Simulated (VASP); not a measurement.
# MgB2 (P6/mmm) in VASP: settings compared

MgB2 is run at these levels: r2SCAN, r2SCAN+rVV10; tasks: relaxation of shape and atoms at fixed volume.

All numbers are computed with VASP 6.6.1; they aren't measurements. Logs are shortened: lines on timing, memory, paths and dates and some standing lists are left out, and cuts for length are marked.

**1. The cell of the first run**

The structure is hexagonal, space group P6/mmm (No. 191). Conventional cell: a = 3.090 Å, b = 3.090 Å, c = 3.512 Å, α = 90.00°, β = 90.00°, γ = 120.00°. Mg (site symmetry 6/mmm) has 12 B at 2.50 Å and 6 Mg at 3.09 Å within 3.3 Å. Within 2.4 Å of B (site symmetry -6m2) lie 3 B at 1.78 Å.

**2. Relaxation of shape and atoms at fixed volume, r2SCAN**

POSCAR

```
MgB2
1.0
    3.0897861850      0.0000000000      0.0000000000
   -1.5448930925      2.6758333285      0.0000000000
    0.0000000000      0.0000000000      3.5120909540
Mg B
1 2
Direct
    0.0000000000      0.0000000000      0.0000000000
    0.3333333333      0.6666666667      0.5000000000
    0.6666666667      0.3333333333      0.5000000000
```

INCAR.step1

```
PREC     = Accurate       # precision mode
ENCUT    = 600            # plane-wave cutoff, eV
ISMEAR   = 0              # smearing method
SIGMA    = 0.05           # smearing width, eV
LREAL    = False          # projectors in reciprocal space
LASPH    = True           # aspherical terms in the spheres
NELM     = 80             # most SCF steps
GGA      = PE             # functional
ALGO     = Normal         # electronic algorithm
EDIFF    = 1E-4           # SCF threshold, eV
LWAVE    = True           # write WAVECAR
LCHARG   = False          # write CHGCAR
```

INCAR.step2

```
PREC     = Accurate       # precision mode
ENCUT    = 600            # plane-wave cutoff, eV
EDIFF    = 1E-6           # SCF threshold, eV
ISMEAR   = 0              # smearing method
SIGMA    = 0.05           # smearing width, eV
LREAL    = False          # projectors in reciprocal space
LASPH    = True           # aspherical terms in the spheres
NELM     = 80             # most SCF steps
ALGO     = Normal         # electronic algorithm
ISIF     = 4              # what is computed and relaxed
LWAVE    = False          # write WAVECAR
LCHARG   = False          # write CHGCAR
METAGGA  = R2SCAN         # meta-GGA
LMIXTAU  = True         
IBRION   = 2              # ionic algorithm
NSW      = 60             # ionic steps
EDIFFG   = -0.02          # ionic threshold
ISTART   = 1
```

KPOINTS

```
regular mesh
0
Gamma
  8 8 6
```

Potentials or basis: VASP PAW PBE potentials, release 64 (Mg, B).

Launch:

```console
$ cat potpaw_PBE.64/Mg/POTCAR potpaw_PBE.64/B/POTCAR > POTCAR
$ cp INCAR.step1 INCAR
$ mpirun -np 1 vasp_std > vasp.out
$ cp INCAR.step2 INCAR
$ mpirun -np 1 vasp_std > vasp.out
```

OUTCAR:

```text
PREC = Accurate
   ENCUT = 600
   EDIFF = 1E-6
   ISMEAR = 0
   LREAL = False
   LASPH = True
   NELM = 80
   ISIF = 4
   METAGGA = R2SCAN
   IBRION = 2
   NSW = 60
   EDIFFG = -0.02
   ISTART = 1

 ion  position               nearest neighbor table
   1  0.000  0.000  0.000-   2 2.50   3 2.50   2 2.50   3 2.50   3 2.50   3 2.50   2 2.50   2 2.50
                             3 2.50   3 2.50   2 2.50   2 2.50
   2  0.333  0.667  0.500-   3 1.78   3 1.78   3 1.78   1 2.50   1 2.50   1 2.50   1 2.50   1 2.50
                             1 2.50
   3  0.667  0.333  0.500-   2 1.78   2 1.78   2 1.78   1 2.50   1 2.50   1 2.50   1 2.50   1 2.50
                             1 2.50

  LATTYP: Found a hexagonal cell.
 ALAT       =     3.0897861850
 C/A-ratio  =     1.1366776676

  Lattice vectors:

 A1 = (   3.0897861850,   0.0000000000,   0.0000000000)
 A2 = (  -1.5448930925,   2.6758333285,   0.0000000000)
 A3 = (   0.0000000000,   0.0000000000,   3.5120909540)

Analysis of symmetry for initial positions (statically):
=====================================================================
 Subroutine PRICEL returns:
 Original cell was already a primitive cell.

 Routine SETGRP: Setting up the symmetry group for a
 hexagonal supercell.

 Subroutine GETGRP returns: Found 24 space group operations
 (whereof 24 operations were pure point group operations)
 out of a pool of 24 trial point group operations.

The static configuration has the point symmetry D_6h.

Analysis of symmetry for dynamics (positions and initial velocities):
=====================================================================
 Subroutine PRICEL returns:
 Original cell was already a primitive cell.

 Routine SETGRP: Setting up the symmetry group for a
 hexagonal supercell.

 Subroutine GETGRP returns: Found 24 space group operations
 (whereof 24 operations were pure point group operations)
 out of a pool of 24 trial point group operations.

The dynamic configuration has the point symmetry D_6h.

 Subroutine INISYM returns: Found 24 space group operations
 (whereof 24 operations are pure point group operations),
 and found     1 'primitive' translations

----------------------------------------------------------------------------------------

                                     Primitive cell

  volume of cell :      29.0371

[... 96 lines left out ...]
   ISIF   =      4    stress and relaxation
   ISYM   =      2    0-nonsym 1-usesym 2-fastsym
   POTIM  = 0.5000    time-step for ionic-motion
   TEBEG  =    0.0;   TEEND  =   0.0 temperature during run
   PSTRESS=    0.0 pullay stress
   NELECT =       8.0000    total number of electrons
   NUPDOWN=      -1.0000    fix difference up-down
   EMIN   =  10.00;   EMAX   =-10.00  energy-range for DOS
   EFERMI =   0.00;   METHOD = LEGACY
   ISMEAR =     0;   SIGMA  =   0.05  broadening in eV -4-tet -1-fermi 0-gaus
   EFERMI_NEDOS =   21; number of points for ismear=-14 and -15
   IALGO  =     38    algorithm
   IMIX   =      4    mixing-type and parameters
     AMIX     =   0.40;   BMIX     =  1.00
     AMIX_MAG =   1.60;   BMIX_MAG =  1.00
  volume/ion in A,a.u.               =       9.68        65.32
  Fermi-wavevector in a.u.,A,eV,Ry     =   1.065255  2.013041 15.439471  1.134769
  Thomas-Fermi vector in A             =   2.200801
   LORBIT       =      0    0 simple, 1 ext, 2 COOP (PROOUT), +10 PAW based schemes
   METAGGA = R2SCAN    functional components
   LHFCALC =     F    Hartree Fock is set to
   AEXX    =    0.0000 exact exchange contribution
   IVDW    =     0    specifies the selected vdW correction
   LEPSILON=     F    determine dielectric tensor
   LRPA    =     F    only Hartree local field effects (RPA)
 conjugate gradient relaxation of ions
 non-spin polarized calculation
 Gauss-broadening in eV      SIGMA  =   0.05
  energy-cutoff  :      600.00
  volume of cell :       29.04
 maximum number of plane-waves:       986
 NGX is ok and might be reduce to    28
   NGX = 13   NGY = 13   NGZ = 15

 number of electron       8.0000000 magnetization

 Free energy of the ion-electron system (eV)
  ---------------------------------------------------
  ext. energy  EPLUGINS =         0.00000000
  ---------------------------------------------------
  free energy    TOTEN  =       -19.39291655 eV

  energy without entropy =      -19.39132889  energy(sigma->0) =      -19.39212272

 E-fermi :   5.3357     XC(G=0): -11.5293

 val. band max:        5.3135674537   @ k =   0.1250   0.0000   0.3333
 cond. band min:       5.3499684233   @ k =   0.2500   0.2500   0.0000
 fundamental gap:      0.0364009696
 Fermi energy:         5.3357011154

 k-point     1 :       0.0000    0.0000    0.0000
  band No.  band energies     occupation
      1      -7.9273      2.00000
      2       2.2119      2.00000
      3       5.6534      0.00000
      4       5.6534      0.00000
      5       7.3083      0.00000
      6      11.8571      0.00000
      7      11.8571      0.00000
      8      13.6795      0.00000
[... 243 lines left out ...]
 k-point    24 :       0.3750    0.0000    0.3333
  band No.  band energies     occupation
      1      -4.6656      2.00000
      2      -0.4534      2.00000
      3       1.1739      2.00000
      4       3.4575      2.00000
      5       6.5264      0.00000
      6      11.0222      0.00000
      7      15.4557      0.00000
      8      15.6638      0.00000

 [... further k-points ...]

------------------------ aborting loop because EDIFF is reached ----------------------------------------

  FORCE on cell =-STRESS in cart. coord.  units (eV):
  Direction    XX          YY          ZZ          XY          YZ          ZX
  --------------------------------------------------------------------------------------
  -------------------------------------------------------------------------------------
  Total       -0.4558130     -0.4558130     -0.5266160      0.0000000     -0.0000000     -0.0000000
  in kB      -25.1503497    -25.1503497    -29.0570423      0.0000000     -0.0000000     -0.0000000
  external PRESSURE =     -26.4525806 kB  Pullay stress =       0.0000000 kB

 VOLUME and BASIS-vectors are now :
 -----------------------------------------------------------------------------
  energy-cutoff  :      600.00
  volume of cell :       29.04
      direct lattice vectors                 reciprocal lattice vectors
     3.089786185  0.000000000  0.000000000     0.323646990  0.186857677  0.000000000
    -1.544893092  2.675833328  0.000000000     0.000000000  0.373715354  0.000000000
     0.000000000  0.000000000  3.512090954     0.000000000  0.000000000  0.284730667

 POSITION                                       TOTAL-FORCE (eV/Angst)
 -----------------------------------------------------------------------------------
      0.00000      0.00000      0.00000         0.000000      0.000000     -0.000000
     -0.00000      1.78389      1.75605         0.000000      0.000000      0.000000
      1.54489      0.89194      1.75605        -0.000000      0.000000     -0.000000
 -----------------------------------------------------------------------------------
    total drift:                                0.000000      0.000000     -0.000000

  FREE ENERGIE OF THE ION-ELECTRON SYSTEM (eV)
  ---------------------------------------------------
  free  energy   TOTEN  =       -19.3929165502 eV

  energy  without entropy=      -19.3913288913  energy(sigma->0) =      -19.39212272

 reached required accuracy - stopping structural energy minimisation
```

OUTCAR.step1:

```text
PREC = Accurate
   ENCUT = 600
   ISMEAR = 0
   LREAL = False
   LASPH = True
[... 493 lines left out ...]
      0.00000      0.00000      0.00000        -0.000000      0.000000      0.000000
     -0.00000      1.78389      1.75605        -0.000000     -0.000000     -0.000000
      1.54489      0.89194      1.75605         0.000000      0.000000      0.000000
 -----------------------------------------------------------------------------------
    total drift:                                0.000000      0.000000     -0.000000

  FREE ENERGIE OF THE ION-ELECTRON SYSTEM (eV)
  ---------------------------------------------------
  free  energy   TOTEN  =       -15.3141707111 eV

  energy  without entropy=      -15.3116590435  energy(sigma->0) =      -15.31291488
```

OSZICAR.step1:

```text
N       E                     dE             d eps       ncg     rms          rms(c)
DAV:   1     0.992586798188E+01    0.99259E+01   -0.43622E+03   656   0.959E+02
DAV:   2    -0.165950352288E+02   -0.26521E+02   -0.25858E+02   896   0.121E+02
DAV:   3    -0.169631877144E+02   -0.36815E+00   -0.36703E+00   872   0.172E+01
DAV:   4    -0.169637082360E+02   -0.52052E-03   -0.52052E-03   984   0.624E-01
DAV:   5    -0.169637084167E+02   -0.18064E-06   -0.18023E-06   872   0.993E-03    0.519E+00
DAV:   6    -0.155796671698E+02    0.13840E+01   -0.23143E+00   680   0.836E+00    0.250E+00
DAV:   7    -0.153201833650E+02    0.25948E+00   -0.12011E+00   744   0.591E+00    0.747E-01
DAV:   8    -0.153245270666E+02   -0.43437E-02   -0.97031E-02   720   0.206E+00    0.460E-01
DAV:   9    -0.153141495651E+02    0.10378E-01   -0.30145E-02   736   0.951E-01    0.514E-02
DAV:  10    -0.153141707111E+02   -0.21146E-04   -0.66816E-04   848   0.201E-01
   1 F= -.15314171E+02 E0= -.15312915E+02  d E =-.251167E-02
```

It took 20 s on 1 thread of Intel Xeon 6975P-C (Granite Rapids), shared host; peak memory 0.16 GiB.

What came out:

- Free energy: -19.3929 eV
- Pressure after relaxing: -2.6 GPa
- Band gap on the k mesh: zero (bands 4 and 5 overlap by 2.69 eV)

Final structure:
```xyz
3
Lattice="3.0898 0.0000 0.0000 -1.5449 2.6758 0.0000 0.0000 0.0000 3.5121" Properties=species:S:1:pos:R:3 pbc="T T T"
Mg    0.0000    0.0000    0.0000
B     0.0000    1.7839    1.7560
B     1.5449    0.8919    1.7560
```

Levels at points of the mesh, in eV from the Fermi level:
| k point | band 1 | band 2 | band 3 | band 4 | band 5 | band 6 | band 7 | band 8 |
| --- | --- | --- | --- | --- | --- | --- | --- | --- |
| (0.00, 0.00, 0.00) | -13.26 | -3.12 | 0.32 | 0.32 | 1.97 | 6.52 | 6.52 | 8.34 |
| (0.50, 0.00, 0.00) | -9.24 | -8.33 | -2.38 | 0.19 | 3.27 | 4.03 | 5.76 | 7.85 |
| (0.00, 0.00, 0.50) | -11.97 | -7.79 | 0.73 | 0.73 | 6.85 | 6.85 | 8.47 | 10.25 |
| (0.50, 0.00, 0.50) | -8.22 | -7.40 | -3.81 | -2.07 | -1.30 | 5.94 | 9.41 | 9.58 |

Caveat: the relaxation stopped at its first step, so nothing moved; the PAW data sets were made with another functional, which shifts forces and pressure a little.

**3. Relaxation of shape and atoms at fixed volume, r2SCAN+rVV10**

POSCAR is that of step 2.

INCAR.step1

```
  PREC = Accurate
  ENCUT = 600
  ISMEAR = 0
  SIGMA = 0.05
  LREAL = False
  LASPH = True
  NELM = 80
  GGA = PE
  ALGO = Normal
  EDIFF = 1E-4
  LWAVE = True
  LCHARG = False
```

INCAR.step2

```
  PREC = Accurate
  ENCUT = 600
  EDIFF = 1E-6
  ISMEAR = 0
  SIGMA = 0.05
  LREAL = False
  LASPH = True
  NELM = 80
  ALGO = Normal
  ISIF = 4
  LWAVE = False
  LCHARG = False
  METAGGA = R2SCAN
  LMIXTAU = True
  LUSE_VDW = True
  IVDW_NL = 2
  BPARAM = 11.95
  CPARAM = 0.0093
  IBRION = 2
  NSW = 60
  EDIFFG = -0.02
  ISTART = 1
```

KPOINTS

```
Automatic mesh
0
Gamma
  8 8 6
```

Potentials or basis: VASP PAW PBE potentials, release 64 (Mg, B).

Launch:

```console
$ cat potpaw_PBE.64/Mg/POTCAR potpaw_PBE.64/B/POTCAR > POTCAR
$ cp INCAR.step1 INCAR
$ mpirun -np 1 vasp_std > vasp.out
$ cp INCAR.step2 INCAR
$ mpirun -np 1 vasp_std > vasp.out
```

Run time: 63 s. Hardware: 1 thread of Intel Xeon 6975P-C (Granite Rapids), shared host; peak memory 0.26 GiB.

It converged, with:

| Property | Result |
| --- | --- |
| Free energy | -19.2401 eV |
| Energy gained by relaxing | 0.0 meV/atom |
| Ionic steps | 2 |
| Pressure after relaxing | -3.1 GPa |
| Band gap on the k mesh | zero (bands 4 and 5 overlap by 2.72 eV) |

Stress tensor (GPa, compression positive):
```
-3.01  0.00  0.00
 0.00 -3.01  0.00
 0.00  0.00 -3.30
```

The path:
```csv
step,energy change (eV),largest force (eV/Å),pressure (GPa),volume (Å³)
1,0.0000,0.0000,-3.02,29.04
2,-0.0001,0.0000,-3.11,29.04
```

Final structure:
```xyz
3
Lattice="3.0919 0.0000 0.0000 -1.5460 2.6777 0.0000 0.0000 0.0000 3.5072" Properties=species:S:1:pos:R:3 pbc="T T T"
Mg    3.0919    0.0000    0.0000
B     0.0000    1.7851    1.7536
B     1.5460    0.8926    1.7536
```

Levels at points of the mesh, in eV from the Fermi level:
| k point | band 1 | band 2 | band 3 | band 4 | band 5 | band 6 | band 7 | band 8 |
| --- | --- | --- | --- | --- | --- | --- | --- | --- |
| (0.00, 0.00, 0.00) | -13.26 | -3.10 | 0.31 | 0.31 | 1.99 | 6.50 | 6.50 | 8.31 |
| (0.50, 0.00, 0.00) | -9.25 | -8.34 | -2.39 | 0.21 | 3.28 | 4.00 | 5.77 | 7.85 |
| (0.00, 0.00, 0.50) | -11.96 | -7.80 | 0.72 | 0.72 | 6.83 | 6.83 | 8.45 | 10.23 |
| (0.50, 0.00, 0.50) | -8.21 | -7.40 | -3.82 | -2.07 | -1.31 | 5.92 | 9.38 | 9.56 |

Caveat: the PAW data sets were made with another functional, which shifts forces and pressure a little.

**4. Relaxation of shape and atoms at fixed volume, r2SCAN+rVV10 (9.70 Å³/atom)**

POSCAR

```
MgB2
1.0
    3.0979916961      0.0000000000      0.0000000000
   -1.5489958481      2.6829395096      0.0000000000
    0.0000000000      0.0000000000      3.5004152587
Mg B
1 2
Direct
    0.0000000000      0.0000000000      0.0000000000
    0.3333333333      0.6666666667      0.5000000000
    0.6666666667      0.3333333333      0.5000000000
```

INCAR.step1

```
PREC = Accurate ; ENCUT = 600
ISMEAR = 0 ; SIGMA = 0.05
LREAL = False ; LASPH = True
NELM = 80 ; GGA = PE
ALGO = Normal ; EDIFF = 1E-4
LWAVE = True ; LCHARG = False
```

INCAR.step2

```
PREC = Accurate ; ENCUT = 600
EDIFF = 1E-7 ; ISMEAR = 0
SIGMA = 0.05 ; LREAL = False
LASPH = True ; NELM = 80
ALGO = Normal ; ISIF = 4
LWAVE = False ; LCHARG = False
METAGGA = R2SCAN ; LMIXTAU = True
LUSE_VDW = True ; IVDW_NL = 2
BPARAM = 11.95 ; CPARAM = 0.0093
IBRION = 2 ; NSW = 60
EDIFFG = -0.01 ; ISTART = 1
```

KPOINTS is that of step 3.

Launch:

```console
$ cat potpaw_PBE.64/Mg/POTCAR potpaw_PBE.64/B/POTCAR > POTCAR
$ cp INCAR.step1 INCAR
$ mpirun -np 1 vasp_std > vasp.out
$ cp INCAR.step2 INCAR
$ mpirun -np 1 vasp_std > vasp.out
```

Run time: 80 s. Hardware: 1 thread of Intel Xeon 6975P-C (Granite Rapids), shared host; peak memory 0.27 GiB.

The run converged. Its results:

- Free energy: -19.2390 eV
- Energy gained by relaxing: 0.1 meV/atom
- Ionic steps: 2
- Pressure after relaxing: -3.4 GPa
- Band gap on the k mesh: zero (bands 4 and 5 overlap by 2.72 eV)

Stress tensor (GPa, compression positive):
```
-3.48  0.00  0.00
 0.00 -3.48  0.00
 0.00  0.00 -3.37
```

The path:
```csv
step,energy change (eV),largest force (eV/Å),pressure (GPa),volume (Å³)
1,0.0000,0.0000,-3.56,29.09
2,-0.0002,0.0000,-3.44,29.09
```

Final structure:
```xyz
3
Lattice="3.0952 0.0000 0.0000 -1.5476 2.6805 0.0000 0.0000 0.0000 3.5068" Properties=species:S:1:pos:R:3 pbc="T T T"
Mg    3.0952    0.0000    3.5068
B     0.0000    1.7870    1.7534
B     1.5476    0.8935    1.7534
```

Levels at points of the mesh, in eV from the Fermi level:
```tsv
k point	band 2	band 3	band 4	band 5	band 6	band 7
(0.00, 0.00, 0.00)	-3.08	0.30	0.30	2.00	6.48	6.48
(0.50, 0.00, 0.00)	-8.33	-2.39	0.22	3.29	3.99	5.78
(0.00, 0.00, 0.50)	-7.78	0.72	0.72	6.81	6.81	8.42
(0.50, 0.00, 0.50)	-7.39	-3.82	-2.07	-1.31	5.90	9.36
```

Caveat: the PAW data sets were made with another functional, which shifts forces and pressure a little.

**5. The runs side by side**

```csv
level,cell,gap on the mesh (eV),pressure (GPa)
r2SCAN,"relaxed from a = 3.090, b = 3.090, c = 3.512 Å, angles 90.0, 90.0, 120.0°, 3 atoms",none,-2.6
r2SCAN+rVV10,"relaxed from a = 3.090, b = 3.090, c = 3.512 Å, angles 90.0, 90.0, 120.0°, 3 atoms",none,-3.1
r2SCAN+rVV10,"relaxed from a = 3.098, b = 3.098, c = 3.500 Å, angles 90.0, 90.0, 120.0°, 3 atoms",none,-3.4
```

Alike in all rows: task relaxation of shape and atoms at fixed volume; potentials or basis VASP PAW PBE potentials, release 64 (Mg, B); no spin polarisation; k mesh 8 × 8 × 6; cutoff (eV) 600; smearing gaussian 0.05 eV.

Caveats: the PAW data sets were made with another functional, which shifts forces and pressure a little; the relaxation stopped at its first step, so nothing moved (at least some runs).

Total energies depend on the potentials used, so only differences within one code and one set of settings carry meaning.
